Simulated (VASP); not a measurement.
Set up this calculation in VASP 6.6.1, as the native input.

| Property | Result |
| --- | --- |
| Task | single point |
| Functional | r2SCAN |
| Potentials or basis | VASP PAW PBE potentials, release 64 (Y_sv, Se) |
| Cutoff | 520 eV |
| k mesh | 7 × 7 × 7 |
| Occupations | methfessel-paxton, width 0.1 eV |
| Spin | no spin polarisation |
| Dipole correction | no |
| Further INCAR settings | ALGO = Normal; EDIFF = 1e-07; NBANDS = 16 |

YSe:

```
Y Se
1.0
     0.00000    2.88902    2.88902
     2.88902    0.00000    2.88902
     2.88902    2.88902    0.00000
Y Se
1 1
Direct
  0.50000 0.50000 0.50000
  0.00000 0.00000 0.00000
```

These files were run (other wordings do the same):

POSCAR

```
YSe
1.0
    0.0000000000      2.8890240400      2.8890240400
    2.8890240400      0.0000000000      2.8890240400
    2.8890240400      2.8890240400      0.0000000000
Y Se
1 1
Direct
    0.5000000000      0.5000000000      0.5000000000
    0.0000000000      0.0000000000      0.0000000000
```

INCAR.step1

```
SYSTEM = YSe
PREC = Accurate
ENCUT = 520
ISMEAR = 1
SIGMA = 0.1
LREAL = .False.
LASPH = .True.
NELM = 80
NBANDS = 16
GGA = PE
ALGO = Normal
EDIFF = 1E-4
LWAVE = .True.
LCHARG = .False.
```

INCAR.step2

```
SYSTEM = YSe
PREC = Accurate
ENCUT = 520
EDIFF = 1E-7
ISMEAR = 1
SIGMA = 0.1
LREAL = .False.
LASPH = .True.
NELM = 80
ALGO = Normal
ISIF = 2
LWAVE = .False.
LCHARG = .False.
METAGGA = R2SCAN
LMIXTAU = .True.
NBANDS = 16
ISTART = 1
```

KPOINTS

```
Automatic mesh
0
Gamma
  7 7 7
  0 0 0
```

Potentials or basis: VASP PAW PBE potentials, release 64 (Y_sv, Se).

Command:

```bash
$ cat potpaw_PBE.64/Y_sv/POTCAR potpaw_PBE.64/Se/POTCAR > POTCAR
$ cp INCAR.step1 INCAR
$ mpirun -np 1 vasp_std > vasp.out
$ cp INCAR.step2 INCAR
$ mpirun -np 1 vasp_std > vasp.out
```

Results of the run:

The pressure is -0.8 GPa.

Caveat: the PAW data sets were made with another functional, which shifts forces and pressure a little.

It used 170 s of CPU time on 1 thread of AMD EPYC 7R13 Processor (Zen 3) (shared host).
